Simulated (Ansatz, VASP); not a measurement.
# Hg: VASP beside Ansatz

```
Hg
1.0
     2.92083    0.00000    0.00000
     0.00000    2.92083    0.00000
     0.00000    0.00000    2.92083
Hg
1
Cartesian
  0.0000 0.0000 0.0000
```

Alike in both runs: task relaxation of cell and atoms; functional LDA; k mesh 11 × 11 × 11; occupations fermi-dirac, width 0.1 eV; no spin polarisation.

|  | VASP | Ansatz |
| --- | --- | --- |
| version | VASP 6.6.1 | Ansatz 0.2.0 |
| potentials or method | VASP PAW LDA potentials, release 64 (Hg_sv_GW), cutoff 550 eV | plane waves (420 eV) with PAW, scalar-relativistic |
| valence electrons in the cell | 20 | 20 |

```tsv
	VASP	Ansatz	Ansatz less VASP
relaxed volume (Å³/atom)	24.29	24.25	-0.044
relaxed length of the cell vector where the two differ most in proportion (Å)	2.896	2.894	-0.0018
```

Ansatz warns that its potentials were made for another functional, while VASP's fit it. LDA's correlation is that of Perdew and Zunger in VASP and of Perdew and Wang (1992) in Ansatz.

Neither program's run includes spin-orbit coupling.
